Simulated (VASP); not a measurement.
# PtSe2 (P-3m1) in VASP: relaxation of cell and atoms with PBE+D3(BJ)

Aim: the relaxation of cell and atoms of PtSe2 with PBE+D3(BJ).

All numbers are computed with VASP 6.6.1; they aren't measurements. Logs are shortened: lines on timing, memory, paths and dates and some standing lists are left out, and cuts for length are marked.

## Step 1: The cell of the first run

The structure is trigonal, space group P-3m1 (No. 164). The conventional cell has a = 3.724 Å, b = 3.724 Å, c = 5.062 Å, α = 90.00°, β = 90.00°, γ = 120.00°. Within 3.3 Å of Pt (site symmetry -3m) lie 6 Se at 2.49 Å. Within 3.4 Å of Se (site symmetry 3m) lie 3 Pt at 2.49 Å and 6 Se at 3.32 Å.

## Step 2: Relaxation of cell and atoms, PBE+D3(BJ)

File INCAR:

```
PREC = Accurate ; ENCUT = 600
EDIFF = 1E-7 ; ISMEAR = -1
SIGMA = 0.15 ; LREAL = False
LASPH = True ; NELM = 80
ALGO = Normal ; ISIF = 3
LWAVE = False ; LCHARG = False
GGA = PE ; IVDW = 12
IBRION = 2 ; NSW = 80
EDIFFG = -0.02
```

File KPOINTS:

```
Automatic mesh
0
Gamma
  10 10 7
```

File POSCAR:

```
PtSe2
1.0
    3.7240000000      0.0000000000      0.0000000000
   -1.8620000000      3.2250790000      0.0000000000
    0.0000000000      0.0000000000      5.0620000000
Pt Se
1 2
Direct
    0.0000000000      0.0000000000      0.0000000000
    0.3333333333      0.6666666667      0.2500000000
    0.6666666667      0.3333333333      0.7500000000
```

Potentials or basis: VASP PAW PBE potentials, release 64 (Pt, Se).

The run is started by

```console
$ cat potpaw_PBE.64/Pt/POTCAR potpaw_PBE.64/Se/POTCAR > POTCAR
$ mpirun -np 1 vasp_std > vasp.out
```

OUTCAR:

```text
PREC = Accurate
   ENCUT = 600
   EDIFF = 1E-7
   ISMEAR = -1
   LREAL = False
   LASPH = True
   NELM = 80
   ISIF = 3
   GGA = PE
   IVDW = 12
   IBRION = 2
   NSW = 80
   EDIFFG = -0.02
 IVDW          = 12

 ion  position               nearest neighbor table
   1  0.000  0.000  0.000-   2 2.49   3 2.49   3 2.49   2 2.49   3 2.49   2 2.49
   2  0.333  0.667  0.250-   1 2.49   1 2.49   1 2.49
   3  0.667  0.333  0.750-   1 2.49   1 2.49   1 2.49

  LATTYP: Found a hexagonal cell.
 ALAT       =     3.7240000000
 C/A-ratio  =     1.3592910849

  Lattice vectors:

 A1 = (   3.7240000000,   0.0000000000,   0.0000000000)
 A2 = (  -1.8620000000,   3.2250790000,   0.0000000000)
 A3 = (   0.0000000000,   0.0000000000,   5.0620000000)

Analysis of symmetry for initial positions (statically):
=====================================================================
 Subroutine PRICEL returns:
 Original cell was already a primitive cell.

 Routine SETGRP: Setting up the symmetry group for a
 hexagonal supercell.

 Subroutine GETGRP returns: Found 12 space group operations
 (whereof 12 operations were pure point group operations)
 out of a pool of 24 trial point group operations.

The static configuration has the point symmetry D_3d.

Analysis of symmetry for dynamics (positions and initial velocities):
=====================================================================
 Subroutine PRICEL returns:
 Original cell was already a primitive cell.

 Routine SETGRP: Setting up the symmetry group for a
 hexagonal supercell.

 Subroutine GETGRP returns: Found 12 space group operations
 (whereof 12 operations were pure point group operations)
 out of a pool of 24 trial point group operations.

The dynamic configuration has the point symmetry D_3d.

 Subroutine INISYM returns: Found 12 space group operations
 (whereof 12 operations are pure point group operations),
 and found     1 'primitive' translations

----------------------------------------------------------------------------------------

                                     Primitive cell

  volume of cell :      60.7956

  direct lattice vectors                    reciprocal lattice vectors
     3.724000000  0.000000000  0.000000000     0.268528464  0.155034962  0.000000000
    -1.862000000  3.225079000  0.000000000     0.000000000  0.310069924  0.000000000
     0.000000000  0.000000000  5.062000000     0.000000000  0.000000000  0.197550375

  length of vectors
     3.724000000  3.724000343  5.062000000     0.310069952  0.310069924  0.197550375

  position of ions in fractional coordinates (direct lattice)
     0.000000000  0.000000000  0.000000000
     0.333333333  0.666666667  0.250000000
     0.666666667  0.333333333  0.750000000

  ion indices of the primitive-cell ions
   primitive index   ion index
[... 88 lines left out ...]
   EMIN   =  10.00;   EMAX   =-10.00  energy-range for DOS
   EFERMI =   0.00;   METHOD = LEGACY
   ISMEAR =    -1;   SIGMA  =   0.15  broadening in eV -4-tet -1-fermi 0-gaus
   EFERMI_NEDOS =   21; number of points for ismear=-14 and -15
   IALGO  =     38    algorithm
   IMIX   =      4    mixing-type and parameters
     AMIX     =   0.40;   BMIX     =  1.00
     AMIX_MAG =   1.60;   BMIX_MAG =  1.00
  volume/ion in A,a.u.               =      20.27       136.76
  Fermi-wavevector in a.u.,A,eV,Ry     =   1.166608  2.204570 18.517183  1.360975
  Thomas-Fermi vector in A             =   2.303119
   LORBIT       =      0    0 simple, 1 ext, 2 COOP (PROOUT), +10 PAW based schemes
   GGA     = PE    functional components
   LHFCALC =     F    Hartree Fock is set to
   AEXX    =    0.0000 exact exchange contribution
   IVDW    =    12    specifies the selected vdW correction
   LEPSILON=     F    determine dielectric tensor
   LRPA    =     F    only Hartree local field effects (RPA)
 conjugate gradient relaxation of ions
 non-spin polarized calculation
  energy-cutoff  :      600.00
  volume of cell :       60.80
 maximum number of plane-waves:      2053
 NGX is ok and might be reduce to    30
   NGX = 15   NGY = 15   NGZ = 21

--------------------------------------- Ionic step        1  -------------------------------------------

 number of electron      22.0000000 magnetization

 Free energy of the ion-electron system (eV)
  ---------------------------------------------------
  ext. energy  EPLUGINS =         0.00000000
  ---------------------------------------------------
  free energy    TOTEN  =       -14.21058168 eV

  energy without entropy =      -14.15927344  energy(sigma->0) =      -14.18492756

------------------------ aborting loop because EDIFF is reached ----------------------------------------

 Edisp (eV)   -1.43094

 E8    (eV) :    -0.6140
[... 108 lines left out ...]
  FREE ENERGIE OF THE ION-ELECTRON SYSTEM (eV)
  ---------------------------------------------------
  free  energy   TOTEN  =       -15.6664099135 eV

  energy  without entropy=      -15.6122740553  energy(sigma->0) =      -15.63934198

[... ionic steps 4 to 10 ...]

--------------------------------------- Ionic step       11  -------------------------------------------

 number of electron      22.0000000 magnetization

------------------------ aborting loop because EDIFF is reached ----------------------------------------
[... 77 lines left out ...]
--------------------------------------- Ionic step       13  -------------------------------------------

 number of electron      22.0000002 magnetization

 Free energy of the ion-electron system (eV)
  ---------------------------------------------------
  ext. energy  EPLUGINS =         0.00000000
  ---------------------------------------------------
  free energy    TOTEN  =       -14.22156190 eV

  energy without entropy =      -14.16297469  energy(sigma->0) =      -14.19226830

 E-fermi :   6.6610     XC(G=0): -10.8401

 val. band max:        6.6576316605   @ k =  -0.1000   0.3000   0.4286
 cond. band min:       6.7218957163   @ k =   0.1000   0.0000   0.0000
 fundamental gap:      0.0642640558
 Fermi energy:         6.6609557785

 k-point     1 :       0.0000    0.0000    0.0000
  band No.  band energies     occupation
      1      -8.9425      2.00000
      2      -5.8238      2.00000
      3      -0.3839      2.00000
      4       0.5262      2.00000
      5       0.5262      2.00000
      6       2.9687      2.00000
      7       2.9687      2.00000
      8       4.2755      2.00000
      9       5.7327      1.99590
     10       5.7327      1.99590
     11       7.5264      0.00622
     12       7.7843      0.00112
     13       7.7843      0.00112
     14      10.0877      0.00000
[... 401 lines left out ...]
      2      -6.8300      2.00000
      3      -0.4328      2.00000
      4       1.1720      2.00000
      5       1.3014      2.00000
      6       2.7698      2.00000
      7       3.1215      2.00000
      8       3.1990      2.00000
      9       3.4563      2.00000
     10       3.5607      2.00000
     11       4.1265      2.00000
     12       7.6150      0.00345
     13       8.8466      0.00000
     14      11.3976      0.00000
     15      12.2077      0.00000

 [... further k-points ...]

------------------------ aborting loop because EDIFF is reached ----------------------------------------

 Edisp (eV)   -1.47382

 E8    (eV) :    -0.6333
[... 26 lines left out ...]
  FREE ENERGIE OF THE ION-ELECTRON SYSTEM (eV)
  ---------------------------------------------------
  free  energy   TOTEN  =       -15.6953848286 eV

  energy  without entropy=      -15.6367976232  energy(sigma->0) =      -15.66609123

 reached required accuracy - stopping structural energy minimisation
```

OSZICAR:

```text
N       E                     dE             d eps       ncg     rms          rms(c)
DAV:   1     0.127629877756E+03    0.12763E+03   -0.11155E+04  2416   0.145E+03
[... 131 lines left out ...]
DAV:   1    -0.142223751392E+02   -0.26690E-02   -0.35369E-02  2421   0.141E+00    0.153E-01
DAV:   2    -0.142217371723E+02    0.63797E-03   -0.31228E-03  2554   0.562E-01    0.950E-02
DAV:   3    -0.142215998748E+02    0.13730E-03   -0.35783E-04  2645   0.201E-01    0.372E-02
DAV:   4    -0.142215621603E+02    0.37714E-04   -0.17510E-04  2645   0.875E-02    0.141E-02
DAV:   5    -0.142215618989E+02    0.26137E-06   -0.10070E-05  2694   0.256E-02    0.853E-03
DAV:   6    -0.142215618678E+02    0.31105E-07   -0.12325E-06  2850   0.905E-03    0.286E-03
DAV:   7    -0.142215618985E+02   -0.30731E-07   -0.29187E-07  2159   0.404E-03
  13 F= -.15695385E+02 E0= -.15666091E+02  d E =-.888650E-03
```

Wall time 10 min (1 thread of Intel Xeon Platinum 8259CL at 2.50GHz (Skylake/Cascade Lake), shared host); peak memory 0.27 GiB.

Results:

- Free energy: -15.6954 eV
- Relaxed volume: 19.76 Å³/atom
- Relaxed cell: a = 3.772 Å, b = 3.772 Å, c = 4.811 Å, α = 90.00°, β = 90.00°, γ = 120.00°
- Space group after relaxing (to 0.1 Å): P-3m1 (No. 164)
- Energy gained by relaxing: 18.0 meV/atom
- Ionic steps: 13
- Pressure after relaxing: 0.0 GPa
- Largest force after relaxing: 0.010 eV/Å
- Band gap on the k mesh: zero (bands 11 and 12 overlap by 0.94 eV)
- Dispersion energy per atom: -0.491 eV

Forces on the atoms (eV/Å):
```
Pt   0.000  0.000  0.000
Se   0.000  0.000 -0.010
Se   0.000  0.000  0.010
```

Step by step:
```csv
step,energy change (eV),largest force (eV/Å),pressure (GPa),volume (Å³)
1,0.0000,0.6203,3.52,60.80
2,0.0313,0.3885,-5.91,64.79
3,-0.0249,0.1835,-0.63,62.34
4,-0.0249,0.1915,-0.54,62.31
5,-0.0308,0.1678,-0.48,61.91
6,-0.0449,0.0912,-0.15,60.72
7,-0.0484,0.1084,0.99,58.34
8,-0.0518,0.0036,0.41,59.45
9,-0.0520,0.0110,0.49,59.29
10,-0.0482,0.2083,-1.79,59.86
11,-0.0530,0.0743,-0.25,59.47
12,-0.0538,0.0120,0.13,59.20
13,-0.0539,0.0096,0.04,59.27
```

Final structure:
```cif
data_structure
_symmetry_space_group_name_H-M 'P 1'
_symmetry_Int_Tables_number 1
_cell_length_a 3.7718
_cell_length_b 3.7718
_cell_length_c 4.8107
_cell_angle_alpha 90.000
_cell_angle_beta 90.000
_cell_angle_gamma 120.000
_cell_volume 59.27
loop_
_atom_site_label
_atom_site_type_symbol
_atom_site_fract_x
_atom_site_fract_y
_atom_site_fract_z
_atom_site_occupancy
Pt1 Pt 0.00000 0.00000 0.00000 1
Se1 Se 0.33333 0.66667 0.26646 1
Se2 Se 0.66667 0.33333 0.73354 1
```

Levels at points of the mesh, in eV from the Fermi level:
```tsv
k point	band 8	band 9	band 10	band 11	band 12	band 13	band 14	band 15
(0.00, 0.00, 0.00)	-2.39	-0.93	-0.93	0.87	1.12	1.12	3.43	4.19
(0.50, 0.00, 0.00)	-3.61	-3.22	-3.16	-2.83	0.57	2.59	5.13	6.22
```

Caveat: spin-orbit coupling is left out, which moves the levels of the heavy elements.
